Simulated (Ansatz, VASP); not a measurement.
Sr: VASP beside Ansatz

```xyz
1
Lattice="0.0000 3.0219 3.0219 3.0219 0.0000 3.0219 3.0219 3.0219 0.0000" Properties=species:S:1:pos:R:3 pbc="T T T"
Sr    0.0000    0.0000    0.0000
```

Change from the starting cell: volume scaled by 0.98.

Alike in both runs: task single point; functional LDA; k mesh 8 × 8 × 8; occupations fermi-dirac, width 0.05 eV; no spin polarisation.

```csv
,VASP,Ansatz
version,VASP 6.6.1,Ansatz 0.2.0
potentials or method,"VASP PAW LDA potentials, release 64 (Sr_sv), cutoff 520 eV","all-electron LAPW, scalar-relativistic"
```

```csv
,VASP,Ansatz,Ansatz less VASP
gap on the k mesh at the Fermi level (eV),none,none,-
pressure (GPa),-1.4,-1.4,0.00
```

LDA's correlation is that of Perdew and Zunger in VASP and of Perdew and Wang (1992) in Ansatz. A gap of «none» marks a metal or a gap that the smearing closes. Ansatz ran all-electron here, and VASP with PAW potentials.
